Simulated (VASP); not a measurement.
# Cd3Au (Cmmm) in VASP: further runs

Runs on Cd3Au. Level: LDA. Tasks: single point.

Program: VASP 6.6.1. These are calculated values, not measurements. Logs are shortened: lines on timing, memory, paths and dates and some standing lists are left out, and cuts for length are marked.

## (1) The cell of the first run

Symmetry: Cmmm, No. 65, orthorhombic system. Conventional cell: a = 3.070 Å, b = 5.654 Å, c = 9.961 Å, α = 90.00°, β = 90.00°, γ = 90.00°. Cd (site symmetry mm2) has 4 Au at 2.85 to 3.71 Å and 10 Cd at 3.00 to 3.83 Å within 3.9 Å. Within 4.0 Å of Cd (site symmetry mmm) lie 14 Cd at 3.00 to 3.83 Å. Within 3.8 Å of Au (site symmetry mmm) lie 8 Cd at 2.85 to 3.71 Å and 6 Au at 3.07 to 3.22 Å.

## (2) Single point, LDA

The input, INCAR:

```
  ALGO = Normal
  EDIFF = 1E-6
  ENCUT = 500
  GGA = CA
  GGA_COMPAT = False
  ISIF = 2
  ISMEAR = 1
  LASPH = True
  LCHARG = True
  LELF = True
  LREAL = False
  LVHAR = True
  LWAVE = False
  NBANDS = 32
  NELM = 120
  PREC = Accurate
  SIGMA = 0.05
```

The input, KPOINTS:

```
k-points
0
Gamma
  3 3 1
```

The input, POSCAR:

```
Cd3Au
1.0
    1.5349650000     -2.8270780000      0.0000000000
    1.5349650000      2.8270780000      0.0000000000
    0.0000000000      0.0000000000      9.9605070000
Cd Au
3 1
Direct
    0.5000000000      0.5000000000      0.7592150000
    0.5000000000      0.5000000000      0.2407850000
    0.0000000000      0.0000000000      0.5000000000
    0.0000000000      0.0000000000      0.0000000000
```

Potentials or basis: VASP PAW LDA potentials, release 64 (Cd, Au).

Started as:

```sh
> cat potpaw_LDA.64/Cd/POTCAR potpaw_LDA.64/Au/POTCAR > POTCAR
> mpirun -np 1 vasp_std > vasp.out
```

OUTCAR:

```text
EDIFF = 1E-6
   ENCUT = 500
   GGA = CA
   ISIF = 2
   ISMEAR = 1
   LASPH = True
   LREAL = False
   NELM = 120
   PREC = Accurate

 ion  position               nearest neighbor table
   1  0.500  0.500  0.759-   4 2.85   4 2.85   3 3.00   3 3.00
   2  0.500  0.500  0.241-   4 2.85   4 2.85   3 3.00   3 3.00
   3  0.000  0.000  0.500-   1 3.00   2 3.00   1 3.00   2 3.00
   4  0.000  0.000  0.000-   1 2.85   2 2.85   1 2.85   2 2.85

  LATTYP: Found a base centered orthorhombic cell.
 ALAT       =     3.0699300000
 B/A-ratio  =     1.8417866205
 C/A-ratio  =     3.2445388006

  Lattice vectors:

 A1 = (   1.5349650000,  -2.8270780000,   0.0000000000)
 A2 = (   1.5349650000,   2.8270780000,   0.0000000000)
 A3 = (   0.0000000000,   0.0000000000,   9.9605070000)

Analysis of symmetry for initial positions (statically):
=====================================================================
 Subroutine PRICEL returns:
 Original cell was already a primitive cell.

 Routine SETGRP: Setting up the symmetry group for a
 base centered orthorhombic supercell.

 Subroutine GETGRP returns: Found  8 space group operations
 (whereof  8 operations were pure point group operations)
 out of a pool of  8 trial point group operations.

The static configuration has the point symmetry D_2h.

Analysis of symmetry for dynamics (positions and initial velocities):
=====================================================================
 Subroutine PRICEL returns:
 Original cell was already a primitive cell.

 Routine SETGRP: Setting up the symmetry group for a
 base centered orthorhombic supercell.

 Subroutine GETGRP returns: Found  8 space group operations
 (whereof  8 operations were pure point group operations)
 out of a pool of  8 trial point group operations.

The dynamic configuration has the point symmetry D_2h.

 Subroutine INISYM returns: Found  8 space group operations
 (whereof  8 operations are pure point group operations),
 and found     1 'primitive' translations

----------------------------------------------------------------------------------------

                                     Primitive cell

  volume of cell :      86.4466

  direct lattice vectors                    reciprocal lattice vectors
     1.534965000 -2.827078000  0.000000000     0.325740326 -0.176861056  0.000000000
     1.534965000  2.827078000  0.000000000     0.325740326  0.176861056  0.000000000
     0.000000000  0.000000000  9.960507000     0.000000000  0.000000000  0.100396496

  length of vectors
     3.216906522  3.216906522  9.960507000     0.370656975  0.370656975  0.100396496

  position of ions in fractional coordinates (direct lattice)
     0.500000000  0.500000000  0.759215000
     0.500000000  0.500000000  0.240785000
     0.000000000  0.000000000  0.500000000
     0.000000000  0.000000000  0.000000000

  ion indices of the primitive-cell ions
   primitive index   ion index
                 1           1
                 2           2
                 3           3
                 4           4

----------------------------------------------------------------------------------------

 KPOINTS: k-points

Automatic generation of k-mesh.
 Grid dimensions read from file:
 generate k-points for:    3    3    1

 Generating k-lattice:

  Cartesian coordinates                     Fractional coordinates (reciprocal lattice)
     0.108580109 -0.058953685  0.000000000     0.333333333  0.000000000  0.000000000
     0.108580109  0.058953685  0.000000000     0.000000000  0.333333333  0.000000000
     0.000000000  0.000000000  0.100396496     0.000000000  0.000000000  1.000000000

  Length of vectors
     0.123552325  0.123552325  0.100396496

  Shift w.r.t. Gamma in fractional coordinates (k-lattice)
     0.000000000  0.000000000  0.000000000

 Subroutine IBZKPT returns following result:
 ===========================================

 Found      4 irreducible k-points:

 Following reciprocal coordinates:
            Coordinates               Weight
  0.000000  0.000000  0.000000      1.000000
[... 38 lines left out ...]
   LORBIT       =      0    0 simple, 1 ext, 2 COOP (PROOUT), +10 PAW based schemes
   GGA     = CA    functional components
   LHFCALC =     F    Hartree Fock is set to
   AEXX    =    0.0000 exact exchange contribution
   IVDW    =     0    specifies the selected vdW correction
   LEPSILON=     F    determine dielectric tensor
   LRPA    =     F    only Hartree local field effects (RPA)
 non-spin polarized calculation
 Methfessel and Paxton  Order N= 1 SIGMA  =   0.05
  energy-cutoff  :      500.00
  volume of cell :       86.45
 maximum number of plane-waves:      2204
   NGX = 11   NGY = 11   NGZ = 37

 number of electron      47.0000009 magnetization

 Free energy of the ion-electron system (eV)
  ---------------------------------------------------
  ext. energy  EPLUGINS =         0.00000000
  ---------------------------------------------------
  free energy    TOTEN  =        -8.15136397 eV

  energy without entropy =       -8.14907167  energy(sigma->0) =       -8.15059987

 E-fermi :   4.0980     XC(G=0): -11.4150

 val. band max:        3.8363260294   @ k =   0.3333   0.3333   0.0000
 cond. band min:       4.1135812847   @ k =   0.3333   0.3333   0.0000
 fundamental gap:      0.2772552553
 Fermi energy:         4.0980041358

 k-point     1 :       0.0000    0.0000    0.0000
  band No.  band energies     occupation
      1      -5.9520      2.00000
      2      -5.8270      2.00000
      3      -5.7192      2.00000
      4      -5.5074      2.00000
      5      -5.4689      2.00000
      6      -5.3788      2.00000
[... 24 lines left out ...]
     31      16.3706      0.00000
     32      16.8992      0.00000

 k-point     2 :       0.3333   -0.0000    0.0000
  band No.  band energies     occupation
      1      -5.8839      2.00000
      2      -5.8448      2.00000
      3      -5.7327      2.00000
      4      -5.7244      2.00000
      5      -5.7169      2.00000
      6      -5.4937      2.00000
[... 24 lines left out ...]
     31      12.2936      0.00000
     32      12.7882      0.00000

 k-point     3 :       0.3333    0.3333    0.0000
  band No.  band energies     occupation
      1      -5.8344      2.00000
      2      -5.8154      2.00000
      3      -5.6054      2.00000
      4      -5.5007      2.00000
      5      -5.4577      2.00000
      6      -5.4158      2.00000
[... 24 lines left out ...]
     31       9.5007      0.00000
     32       9.6286      0.00000

 k-point     4 :      -0.3333    0.3333    0.0000
  band No.  band energies     occupation
      1      -6.0313      2.00000
      2      -5.9049      2.00000
      3      -5.8245      2.00000
      4      -5.7172      2.00000
      5      -5.4526      2.00000
      6      -5.4399      2.00000
[... 24 lines left out ...]
     31      13.0102      0.00000
     32      13.6339      0.00000

------------------------ aborting loop because EDIFF is reached ----------------------------------------

  FORCE on cell =-STRESS in cart. coord.  units (eV):
  Direction    XX          YY          ZZ          XY          YZ          ZX
  --------------------------------------------------------------------------------------
  -------------------------------------------------------------------------------------
  Total       -3.3033609     -0.0838152     -6.6878721      0.0000000      0.0000000      0.0000000
  in kB      -61.2236046     -1.5534079   -123.9512270      0.0000000      0.0000000      0.0000000
  external PRESSURE =     -62.2427465 kB  Pullay stress =       0.0000000 kB

 VOLUME and BASIS-vectors are now :
 -----------------------------------------------------------------------------
  energy-cutoff  :      500.00
  volume of cell :       86.45
      direct lattice vectors                 reciprocal lattice vectors
     1.534965000 -2.827078000  0.000000000     0.325740326 -0.176861056  0.000000000
     1.534965000  2.827078000  0.000000000     0.325740326  0.176861056  0.000000000
     0.000000000  0.000000000  9.960507000     0.000000000  0.000000000  0.100396496

 POSITION                                       TOTAL-FORCE (eV/Angst)
 -----------------------------------------------------------------------------------
      1.53496      0.00000      7.56217        -0.000000      0.000000      0.044847
      1.53496      0.00000      2.39834         0.000000      0.000000     -0.044847
      0.00000      0.00000      4.98025        -0.000000     -0.000000      0.000000
      0.00000      0.00000      0.00000        -0.000000     -0.000000      0.000000
 -----------------------------------------------------------------------------------
    total drift:                               -0.000000     -0.000000     -0.000000

  FREE ENERGIE OF THE ION-ELECTRON SYSTEM (eV)
  ---------------------------------------------------
  free  energy   TOTEN  =        -8.1513639730 eV

  energy  without entropy=       -8.1490716712  energy(sigma->0) =       -8.15059987
```

Wall time 12 s (1 thread of Intel Xeon Platinum 8375C at 2.90GHz (Ice Lake), shared host); peak memory 0.17 GiB.

Results:

| Property | Result |
| --- | --- |
| Free energy | -8.1514 eV |
| Pressure | -6.2 GPa |
| Largest force | 0.045 eV/Å |
| Band gap on the k mesh | zero (an odd number of electrons rules out a gap without spin polarisation) |

Forces on the atoms (eV/Å):
```
Cd   0.000  0.000  0.045
Cd   0.000  0.000 -0.045
Cd   0.000  0.000  0.000
Au   0.000  0.000  0.000
```

Stress tensor (GPa, compression positive):
```
 -6.12   0.00   0.00
  0.00  -0.16   0.00
  0.00   0.00 -12.40
```

Caveat: the k points lie up to 0.78 Å⁻¹ apart, too coarse for converged energies and pressures of a metal; spin-orbit coupling is left out, which moves the levels of the heavy elements.

## (3) Single point, LDA

The input, INCAR:

```
SYSTEM = Cd3Au
PREC     = Accurate       ! precision mode
ENCUT    = 500            ! plane-wave cutoff, eV
EDIFF    = 1E-6           ! SCF threshold, eV
ISMEAR   = 1              ! smearing method
SIGMA    = 0.05           ! smearing width, eV
LREAL    = .False.        ! projectors in reciprocal space
LASPH    = .True.         ! aspherical terms in the spheres
NELM     = 120            ! most SCF steps
ALGO     = Normal         ! electronic algorithm
ISIF     = 2              ! what is computed and relaxed
LWAVE    = .False.        ! write WAVECAR
LCHARG   = .True.         ! write CHGCAR
GGA      = CA             ! functional
LELF     = .True.         ! ELF
LVHAR    = .True.       
NBANDS   = 32             ! bands
GGA_COMPAT= .False.
```

The input, KPOINTS:

```
Automatic mesh
0
Gamma
  4 4 2
  0 0 0
```

POSCAR is that of step 2.

Potentials or basis: VASP PAW LDA potentials, release 64 (Cd, Au).

Started as:

```sh
> cat potpaw_LDA.64/Cd/POTCAR potpaw_LDA.64/Au/POTCAR > POTCAR
> mpirun -np 1 vasp_std > vasp.out
```

It took 29 s on 1 thread of Intel Xeon Platinum 8375C at 2.90GHz (Ice Lake), shared host; peak memory 0.18 GiB.

It converged, with:

- Free energy: -8.9226 eV
- Pressure: -7.9 GPa
- Largest force: 0.398 eV/Å
- Band gap on the k mesh: zero (an odd number of electrons rules out a gap without spin polarisation)

Forces in eV/Å, atoms in the order of the input:
```
Cd   0.000  0.000  0.398
Cd   0.000  0.000 -0.398
Cd   0.000  0.000  0.000
Au   0.000  0.000  0.000
```

Stress tensor (GPa, compression positive):
```
-8.54  0.00  0.00
 0.00 -7.55  0.00
 0.00  0.00 -7.74
```

Levels at points of the mesh, in eV from the Fermi level:
| k point | band 21 | band 22 | band 23 | band 24 | band 25 | band 26 | band 27 | band 28 |
| --- | --- | --- | --- | --- | --- | --- | --- | --- |
| (0.00, 0.00, 0.00) | -3.72 | -3.27 | -3.23 | -1.77 | -0.22 | 7.40 | 8.02 | 10.57 |
| (0.50, 0.00, 0.00) | -2.41 | -1.54 | -1.53 | -0.97 | 0.59 | 0.77 | 4.18 | 4.21 |
| (0.50, 0.50, 0.00) | -2.62 | -2.47 | -1.83 | -0.30 | -0.26 | -0.17 | 2.01 | 3.14 |
| (0.00, 0.00, 0.50) | -3.89 | -3.72 | -3.27 | -3.23 | 2.63 | 3.57 | 10.98 | 11.38 |
| (0.50, 0.00, 0.50) | -2.25 | -2.20 | -1.51 | -0.83 | 1.42 | 1.86 | 2.32 | 2.53 |
| (0.50, 0.50, 0.50) | -2.47 | -2.04 | -1.81 | -1.26 | 0.15 | 0.43 | 1.45 | 2.24 |

Caveat: the k points lie up to 0.58 Å⁻¹ apart, too coarse for converged energies and pressures of a metal; spin-orbit coupling is left out, which moves the levels of the heavy elements.

## (4) Single point, LDA

The input, INCAR:

```
PREC = Accurate
ENCUT = 500
EDIFF = 1E-6
ISMEAR = 1
SIGMA = 0.05
LREAL = F
LASPH = T
NELM = 120
ALGO = Normal
ISIF = 2
LWAVE = F
LCHARG = F
GGA = CA
NBANDS = 32
GGA_COMPAT = F
```

The input, KPOINTS:

```
Automatic mesh
0
Gamma
  5 5 2
```

POSCAR is that of step 3.

Started as:

```sh
> cat potpaw_LDA.64/Cd/POTCAR potpaw_LDA.64/Au/POTCAR > POTCAR
> mpirun -np 1 vasp_std > vasp.out
```

It took 33 s on 1 thread of Intel Xeon Platinum 8375C at 2.90GHz (Ice Lake), shared host; peak memory 0.19 GiB.

The run converged. Its results:

* Free energy: -8.6567 eV
* Pressure: -7.7 GPa
* Largest force: 0.068 eV/Å
* Band gap on the k mesh: zero (an odd number of electrons rules out a gap without spin polarisation)

Forces on the atoms (eV/Å):
```
Cd   0.000  0.000  0.068
Cd   0.000  0.000 -0.068
Cd   0.000  0.000  0.000
Au   0.000  0.000  0.000
```

Stress tensor (GPa, compression positive):
```
-9.29  0.00  0.00
 0.00 -5.08  0.00
 0.00  0.00 -8.69
```

Levels at points of the mesh, in eV from the Fermi level:
```tsv
k point	band 22	band 23	band 24	band 25	band 26	band 27
(0.00, 0.00, 0.00)	-3.19	-3.13	-1.49	0.06	7.69	8.27
(0.00, 0.00, 0.50)	-3.64	-3.19	-3.13	2.93	3.83	11.35
```

Caveat: the k points lie up to 0.47 Å⁻¹ apart, too coarse for converged energies and pressures of a metal; spin-orbit coupling is left out, which moves the levels of the heavy elements.

## (5) Single point, LDA

The input, INCAR:

```
ALGO     = Normal         # electronic algorithm
EDIFF    = 1E-6           # SCF threshold, eV
ENCUT    = 500            # plane-wave cutoff, eV
GGA      = CA             # functional
GGA_COMPAT= F            
ISIF     = 2              # what is computed and relaxed
ISMEAR   = 1              # smearing method
LASPH    = T              # aspherical terms in the spheres
LCHARG   = T              # write CHGCAR
LELF     = T              # ELF
LREAL    = F              # projectors in reciprocal space
LVHAR    = T            
LWAVE    = F              # write WAVECAR
NBANDS   = 32             # bands
NELM     = 120            # most SCF steps
PREC     = Accurate       # precision mode
SIGMA    = 0.05           # smearing width, eV
```

The input, KPOINTS:

```
k-points
0
Gamma
  6 6 2
```

POSCAR is that of step 4.

Started as:

```sh
> cat potpaw_LDA.64/Cd/POTCAR potpaw_LDA.64/Au/POTCAR > POTCAR
> mpirun -np 1 vasp_std > vasp.out
```

Wall time 47 s (1 thread of Intel Xeon Platinum 8375C at 2.90GHz (Ice Lake), shared host); peak memory 0.2 GiB.

The run converged. Its results:

- Free energy: -8.6508 eV
- Pressure: -7.5 GPa
- Largest force: 0.290 eV/Å
- Band gap on the k mesh: zero (an odd number of electrons rules out a gap without spin polarisation)

Forces in eV/Å, atoms in the order of the input:
```
Cd   0.000  0.000  0.290
Cd   0.000  0.000 -0.290
Cd   0.000  0.000  0.000
Au   0.000  0.000  0.000
```

Stress tensor (GPa, compression positive):
```
-10.62   0.00   0.00
  0.00  -3.79   0.00
  0.00   0.00  -7.95
```

Levels at points of the mesh, in eV from the Fermi level:
```tsv
k point	band 22	band 23	band 24	band 25	band 26	band 27
(0.00, 0.00, 0.00)	-3.28	-3.25	-1.77	-0.22	7.40	8.01
(0.50, 0.00, 0.00)	-1.54	-1.53	-0.97	0.59	0.77	4.17
(0.50, 0.50, 0.00)	-2.48	-1.83	-0.30	-0.26	-0.20	2.03
(0.00, 0.00, 0.50)	-3.73	-3.28	-3.25	2.64	3.57	11.01
(0.50, 0.00, 0.50)	-2.19	-1.53	-0.84	1.43	1.88	2.32
(0.50, 0.50, 0.50)	-2.02	-1.84	-1.25	0.14	0.44	1.44
```

Caveat: the k points lie up to 0.39 Å⁻¹ apart, too coarse for converged energies and pressures of a metal; spin-orbit coupling is left out, which moves the levels of the heavy elements.

## (6) Single point, LDA

The input, INCAR:

```
ALGO = Normal
EDIFF = 1E-6
ENCUT = 500
GGA_COMPAT = False
ISIF = 2
ISMEAR = 1
LASPH = True
LCHARG = False
LREAL = False
LWAVE = False
NBANDS = 32
NELM = 120
PREC = Accurate
SIGMA = 0.05
```

The input, KPOINTS:

```
k-points
0
Gamma
  8 8 2
```

POSCAR is that of step 5.

Potentials or basis: VASP PAW LDA potentials, release 64 (Cd, Au).

Started as:

```sh
> cat potpaw_LDA.64/Cd/POTCAR potpaw_LDA.64/Au/POTCAR > POTCAR
> mpirun -np 1 vasp_std > vasp.out
```

Wall time 70 s (1 thread of Intel Xeon Platinum 8375C at 2.90GHz (Ice Lake), shared host); peak memory 0.23 GiB.

Results (log left out):

```
Free energy            : -8.7384 eV
Pressure               : -7.6 GPa
Largest force          : 0.101 eV/Å
Band gap on the k mesh : zero (an odd number of electrons rules out a gap without spin polarisation)
```

Forces in eV/Å, atoms in the order of the input:
```
Cd   0.000  0.000  0.101
Cd   0.000  0.000 -0.101
Cd   0.000  0.000  0.000
Au   0.000  0.000  0.000
```

Stress tensor (GPa, compression positive):
```
-8.12  0.00  0.00
 0.00 -5.52  0.00
 0.00  0.00 -9.23
```

Levels at points of the mesh, in eV from the Fermi level:
| k point | band 20 | band 21 | band 22 | band 23 | band 24 | band 25 | band 26 | band 27 | band 28 | band 29 |
| --- | --- | --- | --- | --- | --- | --- | --- | --- | --- | --- |
| (0.00, 0.00, 0.00) | -4.28 | -3.80 | -3.33 | -3.30 | -1.70 | -0.14 | 7.49 | 8.07 | 10.68 | 12.04 |
| (0.50, 0.00, 0.00) | -2.49 | -2.27 | -1.46 | -1.44 | -0.94 | 0.68 | 0.81 | 4.23 | 4.29 | 5.26 |
| (0.50, 0.50, 0.00) | -2.62 | -2.55 | -2.43 | -1.75 | -0.34 | -0.17 | -0.13 | 2.09 | 3.17 | 4.72 |
| (0.00, 0.00, 0.50) | -4.28 | -3.83 | -3.80 | -3.34 | -3.30 | 2.72 | 3.64 | 11.15 | 11.38 | 12.40 |
| (0.50, 0.00, 0.50) | -2.49 | -2.07 | -2.05 | -1.53 | -0.82 | 1.55 | 1.95 | 2.34 | 2.60 | 7.35 |
| (0.50, 0.50, 0.50) | -2.68 | -2.55 | -1.88 | -1.81 | -1.21 | 0.20 | 0.46 | 1.55 | 2.24 | 7.34 |

Caveat: the cell stands under tension; spin-orbit coupling is left out, which moves the levels of the heavy elements.

## (7) Overview

```tsv
k mesh	gap on the mesh (eV)	pressure (GPa)	largest force (eV/Å)
3 × 3 × 1	none	-6.2	0.04
4 × 4 × 2	none	-7.9	0.40
5 × 5 × 2	none	-7.7	0.07
6 × 6 × 2	none	-7.5	0.29
8 × 8 × 2	none	-7.6	0.10
```

Alike in all rows: task single point; level LDA; potentials or basis VASP PAW LDA potentials, release 64 (Cd, Au); no spin polarisation; cell as given; cutoff (eV) 500; smearing methfessel-paxton 0.05 eV.

Caveats: some runs use coarse meshes; spin-orbit coupling is left out, which moves the levels of the heavy elements; the cell stands under tension (at least some runs).

Total energies depend on the potentials used, so only differences within one code and one set of settings carry meaning.
